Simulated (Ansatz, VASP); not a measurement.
## W: VASP beside Ansatz

Contents of INCAR:

```
  ALGO = Fast
  EDIFF = 1E-6
  ENCUT = 520
  GGA = PS
  ISIF = 2
  ISMEAR = 0
  LASPH = T
  LCHARG = T
  LELF = T
  LREAL = F
  LVHAR = T
  LWAVE = F
  NBANDS = 13
  NELM = 80
  PREC = Accurate
  SIGMA = 0.15
```

The input KPOINTS:

```
k-points
0
Gamma
  24 24 24
```

POSCAR

```
W
1.0
   -1.5473513207      1.5473513207      1.7020864528
    1.5473513207     -1.5473513207      1.7020864528
    1.5473513207      1.5473513207     -1.7020864528
W
1
Direct
    0.0000000000      0.0000000000      0.0000000000
```

Input for Ansatz:

```yaml
crystal:
  lattice:
    - [-1.5473513207, 1.5473513207, 1.7020864528]
    - [1.5473513207, -1.5473513207, 1.7020864528]
    - [1.5473513207, 1.5473513207, -1.7020864528]
  atoms:
    - { symbol: W, position: [0.0, 0.0, 0.0] }
basis:
  ecutwfc: 420
kpoints:
  mp_grid: { grid: [24, 24, 24] }
hamiltonian:
  xc: pbesol
scf:
  occupations: { method: gaussian, width: 0.15 }
output:
  forces: true
  stress: true
  eigenvalues: true
```

Alike in both runs: task single point; functional PBEsol; k mesh 24 × 24 × 24; occupations gaussian, width 0.15 eV; no spin polarisation.

|  | VASP | Ansatz |
| --- | --- | --- |
| version | VASP 6.6.1 | Ansatz 0.2.0 |
| potentials or method | VASP PAW PBE potentials, release 64 (W_sv), cutoff 520 eV | scalar-relativistic, plane waves, PAW |
| valence electrons in the cell | 14 | 14 |

|  | VASP | Ansatz | Ansatz less VASP |
| --- | --- | --- | --- |
| gap on the k mesh at the Fermi level (eV) | none | none | - |
| pressure (GPa) | -9.6 | -10.1 | -0.50 |
| traceless stress, the component that is largest in VASP (GPa) | -16.37 | -16.39 | -0.024 |

VASP's potentials were made for PBE, not for PBEsol. A gap of «none» marks a metal or a gap that the smearing closes.

Neither program's run includes spin-orbit coupling.
